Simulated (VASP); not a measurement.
Runs of VASP 6.6.1 on GaN. The structure is that of space group Fm-3m (No. 225), or close to it. The cells are those of the table. 

| cell | smearing | gap on the mesh (eV) | pressure (GPa) |
| --- | --- | --- | --- |
| a = 3.079 Å, angles 60.0°, 2 atoms | methfessel-paxton 0.0356 eV | (b) | (a) |
| a = 2.989 Å, angles 60.0°, 2 atoms | methfessel-paxton 0.05 eV | 0.82 | -6.6 |
| a = 3.020 Å, angles 60.0°, 2 atoms | methfessel-paxton 0.05 eV | (c) | -12.8 |
| a = 2.958 Å, angles 60.0°, 2 atoms | methfessel-paxton 0.05 eV | 1.03 | 0.8 |
| a = 3.050 Å, angles 60.0°, 2 atoms | methfessel-paxton 0.05 eV | 0.45 | -17.8 |

Alike in all rows: task single point; level LDA; potentials or basis VASP PAW LDA potentials, release 64 (Ga_d, N); no spin polarisation; k mesh 7 × 7 × 7; cutoff (eV) 600.

Q: Estimate the missing entries.

A: (a) -22.3; (b) 0.28; (c) 0.63.

A k mesh can miss the band edges, and the runs leave out spin-orbit coupling on Ga.
